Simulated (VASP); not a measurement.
Wanted: the native input for a VASP 6.6.1 run.

| Property | Result |
| --- | --- |
| Task | single point |
| Functional | LDA |
| Potentials or basis | VASP PAW LDA potentials, release 64 (Li_sv, F) |
| Cutoff | 520 eV |
| k mesh | 9 × 9 × 6 |
| Occupations | gaussian, width 0.05 eV |
| Spin | no spin polarisation |
| Dipole correction | no |
| Further INCAR settings | ALGO = Normal; EDIFF = 1e-06; NBANDS = 18 |

The structure of LiF lies in POSCAR:

```
LiF
1.0
    3.0631065845      0.0000000000      0.0000000000
   -1.5315532922      2.6527281167      0.0000000000
    0.0000000000      0.0000000000      4.5591278403
Li F
2 2
Direct
    0.3333333333      0.6666666667      0.4026947866
    0.6666666667      0.3333333333      0.9026947866
    0.3333333333      0.6666666667      0.9910195924
    0.6666666667      0.3333333333      0.4910195924
```

This cell differs from its parent crystal: atoms shifted along a free coordinate, c/a of the conventional cell at fixed volume 1.4884.

One way to write it, as run:

INCAR

```
PREC = Accurate
ENCUT = 520
EDIFF = 1E-6
ISMEAR = 0
SIGMA = 0.05
LREAL = False
LASPH = True
NELM = 60
ALGO = Normal
ISIF = 2
LWAVE = False
LCHARG = False
GGA = CA
NBANDS = 18
```

KPOINTS

```
regular mesh
0
Gamma
  9 9 6
```

Potentials or basis: VASP PAW LDA potentials, release 64 (Li_sv, F).

Run with:

```bash
$ cat potpaw_LDA.64/Li_sv/POTCAR potpaw_LDA.64/F/POTCAR > POTCAR
$ mpirun -np 1 vasp_std > vasp.out
```

Results of the run:

```json
{
  "Largest force": "0.103 eV/Å",
  "Band gap on the k mesh": "7.69 eV"
}
```

Wall time 37 s on 1 thread of Intel Xeon 8259CL (shared host), peak memory 0.14 GiB.
